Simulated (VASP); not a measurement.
Wanted: the native input for a VASP 6.6.1 run.

```yaml
Task: single point
Functional: PBE
Potentials_or_basis: VASP PAW PBE potentials, release 64 (Rh_pv)
Cutoff: 500 eV
k_mesh: 16 × 16 × 16
Occupations: fermi-dirac, width 0.1 eV
Spin: no spin polarisation
Dipole_correction: no
Further_INCAR_settings: ALGO = Normal; EDIFF = 1e-06; NBANDS = 14
```

The structure of Rh lies in POSCAR:

```
Rh
1.0
   -1.4721187973      1.4721187973      1.4721187973
    1.4721187973     -1.4721187973      1.4721187973
    1.4721187973      1.4721187973     -1.4721187973
Rh
1
Direct
    0.0000000000      0.0000000000      0.0000000000
```

This cell differs from its parent crystal: volume scaled by 0.88.

One way to write it, as run:

INCAR

```
PREC = Accurate
ENCUT = 500
EDIFF = 1E-6
ISMEAR = -1
SIGMA = 0.1
LREAL = F
LASPH = T
NELM = 120
ALGO = Normal
ISIF = 2
LWAVE = F
LCHARG = F
GGA = PE
NBANDS = 14
GGA_COMPAT = F
```

KPOINTS

```
regular mesh
0
Gamma
  16 16 16
```

Potentials or basis: VASP PAW PBE potentials, release 64 (Rh_pv).

The run is started by

```sh
$ cat potpaw_PBE.64/Rh_pv/POTCAR > POTCAR
$ mpirun -np 1 vasp_std > vasp.out
```

Results of the run:

- Pressure: 41.1 GPa

Run time: 18 s on 1 thread of AMD EPYC 9R45 (Zen 5), on a shared host, peak memory 0.1 GiB.
